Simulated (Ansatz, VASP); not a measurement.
# CsBr in VASP and in Ansatz

```xyz
2
Lattice="4.2402 0.0000 0.0000 0.0000 4.2402 0.0000 0.0000 0.0000 4.2402" Properties=species:S:1:pos:R:3 pbc="T T T"
Cs    0.0000    0.0000    0.0000
Br    2.1201    2.1201    2.1201
```

Alike in both runs: functional PBEsol; k mesh 12 × 12 × 12; occupations fermi-dirac, width 0.1 eV; no spin polarisation.

Ansatz relaxed the structure, and its values are those at the end. VASP's run is a single point on that final structure, the one shown.

```csv
,VASP,Ansatz
version,VASP 6.6.1,Ansatz 0.2.0
potentials or method,"VASP PAW PBE potentials, release 64 (Cs_sv, Br)","PAW with Ansatz's default frozen-core files, scalar-relativistic"
plane-wave cutoff (eV),500,420
valence electrons in the cell,16,16
```

```tsv
	VASP	Ansatz	Ansatz less VASP
pressure (GPa)	0.1	0.0	-0.06
```

VASP's potentials were made for PBE, not for PBEsol. The functional is the same, so the differences come from potentials, cutoffs and numerics.

Spin-orbit coupling is off throughout.
